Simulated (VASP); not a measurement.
# CuO: relaxation of cell and atoms with PBEsol

The system is CuO.

```
CELL_PARAMETERS angstrom
2.05566 -2.06354 0.00000
2.05566 2.06354 0.00000
0.00000 0.00000 5.12499
ATOMIC_POSITIONS crystal
Cu 0.00000 0.50000 0.00000
Cu 0.50000 0.00000 0.50000
O 0.50000 0.50000 0.25000
O 0.50000 0.50000 0.75000
```

```
Program                : VASP 6.6.1
Task                   : relaxation of cell and atoms
Functional             : PBEsol
Potentials or basis    : VASP PAW PBE potentials, release 64 (Cu, O)
Cutoff                 : 600 eV
k mesh                 : 14 × 14 × 8
Occupations            : gaussian, width 0.1 eV
Spin                   : no spin polarisation
Target pressure        : -2 GPa
Dipole correction      : no
Further INCAR settings : ALGO = Fast; EDIFF = 1e-07; IBRION = 2; EDIFFG = -0.008; NSW = 70; ISIF = 3
```

| Quantity | Value |
| --- | --- |
| Relaxed volume | 10.84 Å³/atom |
| Relaxed cell | a = 2.913 Å, b = 2.913 Å, c = 5.109 Å, α = 90.00°, β = 90.00°, γ = 90.20° |
| Space group after relaxing (to 0.1 Å) | P4_2/mmc (No. 131) |
| Energy change on relaxing (the run minimises the enthalpy) | -0.5 meV/atom |
| Ionic steps | 4 |
| Pressure after relaxing | -2.0 GPa |
| Band gap on the k mesh | zero (bands 17 and 18 overlap by 1.21 eV) |

Stress tensor (GPa, compression positive):
```
-1.89  0.00  0.00
 0.00 -1.94  0.00
 0.00  0.00 -2.08
```

The path:
| step | energy change (eV) | largest force (eV/Å) | pressure (GPa) | volume (Å³) |
| --- | --- | --- | --- | --- |
| 1 | 0.0000 | 0.0000 | -2.57 | 43.48 |
| 2 | -0.0034 | 0.0000 | -1.57 | 43.24 |
| 3 | -0.0025 | 0.0000 | -1.88 | 43.32 |
| 4 | -0.0022 | 0.0000 | -1.97 | 43.34 |

Final structure:
```
Cu O
1.0
     2.05591   -2.06317    0.00000
     2.05591    2.06317    0.00000
     0.00000    0.00000    5.10927
Cu O
2 2
Direct
  0.00000 0.50000 0.00000
  0.50000 0.00000 0.50000
  0.50000 0.50000 0.25000
  0.50000 0.50000 0.75000
```

Levels at points of the mesh, in eV from the Fermi level:
| k point | band 15 | band 16 | band 17 | band 18 | band 19 | band 20 |
| --- | --- | --- | --- | --- | --- | --- |
| (0.00, 0.00, 0.00) | -2.35 | -1.96 | 0.68 | 0.69 | 1.40 | 5.98 |
| (0.50, 0.00, 0.00) | -1.62 | -1.54 | 0.21 | 0.46 | 3.55 | 5.88 |
| (0.50, 0.50, 0.00) | -1.65 | -1.23 | -1.22 | 1.15 | 1.93 | 7.14 |
| (0.00, 0.00, 0.50) | -1.60 | -1.60 | 0.08 | 0.08 | 3.47 | 3.47 |
| (0.50, 0.00, 0.50) | -2.08 | -1.87 | -0.16 | 0.69 | 4.21 | 5.90 |
| (0.50, 0.50, 0.50) | -1.45 | -1.45 | -0.53 | -0.53 | 3.85 | 3.85 |

It took 19 min on 1 thread of Oxide Virtual Turin-like Processor, with other jobs on the host, peak memory 0.35 GiB.

Caveat: the cell is relaxed towards a set pressure, so the run minimises the enthalpy, not the energy; the PAW data sets were made with another functional, which shifts forces and pressure a little; semilocal functionals often make such compounds metallic where correlation or magnetic order opens a gap, which also shifts bond lengths. With open d or f shells a metallic result of PBEsol can be an artefact of self-interaction; +U or a hybrid may open a gap.
